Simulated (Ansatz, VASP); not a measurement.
# HCl: VASP beside Ansatz

Contents of INCAR:

```
SYSTEM = HCl
ALGO = Normal
EDIFF = 1E-7
ENCUT = 520
GGA = PS
ISIF = 2
ISMEAR = 0
LASPH = .True.
LCHARG = .False.
LREAL = .False.
LWAVE = .False.
NBANDS = 11
NELM = 100
PREC = Accurate
SIGMA = 0.05
```

Contents of KPOINTS:

```
k-points
0
Gamma
  12 12 12
  0 0 0
```

POSCAR

```
HCl
1.0
    0.0000000000      3.7474092391      3.7593685349
    1.5331605381      0.0000000000      3.7593685349
    1.5331605381      3.7474092391      0.0000000000
H Cl
1 1
Direct
    0.0000000000      0.0000000000      0.0000000000
    0.5000000000      0.5000000000      0.5000000000
```

Input for Ansatz:

```yaml
crystal:
  lattice:
    - [0.0, 3.7474092391, 3.7593685349]
    - [1.5331605381, 0.0, 3.7593685349]
    - [1.5331605381, 3.7474092391, 0.0]
  atoms:
    - { symbol: H, position: [0.0, 0.0, 0.0] }
    - { symbol: Cl, position: [0.5, 0.5, 0.5] }
basis:
  ecutwfc: 420
  ecutrho_ratio: 4
kpoints:
  mp_grid: { grid: [12, 12, 12] }
  band_path:
    path:
      - [[0.0, 0.0, 0.0], [0.5, 0.0, 0.5], [1.0, 0.5, 0.5], [0.5, 0.5, 0.0], [0.0, 0.0, 0.0], [0.0, 0.33342601, 0.33342601]]
      - [[1.0, 0.66657399, 0.66657399], [1.0, 0.5, 0.5]]
      - [[0.5, 0.0, 0.5], [0.5, 0.24973418, 0.74973418]]
      - [[0.5, 0.75026582, 0.25026582], [0.5, 0.5, 0.0]]
    npoints: 14
hamiltonian:
  xc: pbesol
scf:
  occupations: { method: gaussian, width: 0.05 }
  n_extra_bands: 9
output:
  forces: true
  stress: true
  eigenvalues: true
  populations: true
  dos: { projected: true, de: 0.02, nscf_kmesh: { grid: [18, 18, 18] } }
  bader: false
```

Alike in both runs: task single point; functional PBEsol; k mesh 12 × 12 × 12; occupations gaussian, width 0.05 eV; no spin polarisation.

```csv
,VASP,Ansatz
version,VASP 6.6.1,Ansatz 0.2.0
potentials or method,"VASP PAW PBE potentials, release 64 (H, Cl), cutoff 520 eV","scalar-relativistic, plane waves, PAW"
valence electrons in the cell,8,8
```

|  | VASP | Ansatz | Ansatz less VASP |
| --- | --- | --- | --- |
| gap on the k mesh at the Fermi level (eV) | 2.94 | 2.88 | -0.054 |
| least direct gap on the mesh (eV) | 3.37 | 3.31 | -0.056 |
| pressure (GPa) | -0.2 | 0.0 | +0.16 |
| traceless stress, the component that is largest in VASP (GPa) | -0.20 | -0.03 | +0.170 |

VASP's potentials were made for PBE, not for PBEsol. The functional is the same, so the differences come from potentials, cutoffs and numerics.
